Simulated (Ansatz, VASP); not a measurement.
# MoS2 in VASP and in Ansatz

```
Mo S
1.0
     3.32987    0.00000    0.00000
    -1.66494    2.88375    0.00000
     0.00000    0.00000   12.28428
Mo S
2 4
Direct
  0.66667 0.33333 0.25000
  0.33333 0.66667 0.75000
  0.66667 0.33333 0.62791
  0.33333 0.66667 0.37209
  0.66667 0.33333 0.87209
  0.33333 0.66667 0.12791
```

Alike in both runs: task single point; functional PBEsol; k mesh 12 × 12 × 2; occupations gaussian, width 0.02 eV; no spin polarisation.

|  | VASP | Ansatz |
| --- | --- | --- |
| version | VASP 6.6.1 | Ansatz 0.2.0 |
| potentials or method | VASP PAW PBE potentials, release 64 (Mo_sv, S), cutoff 520 eV | scalar-relativistic, plane waves, PAW |
| valence electrons in the cell | 52 | 52 |

|  | VASP | Ansatz | Ansatz less VASP |
| --- | --- | --- | --- |
| gap on the k mesh at the Fermi level (eV) | 0.10 | 0.09 | -0.015 |
| least direct gap on the mesh (eV) | 1.18 | 1.18 | -0.003 |
| pressure (GPa) | -9.0 | -9.0 | +0.01 |
| traceless stress, the component that is largest in VASP (GPa) | 9.00 | 9.00 | +0.002 |

VASP's potentials were made for PBE, not for PBEsol. With one functional, cell and mesh, what is left measures potentials, basis and numerics.
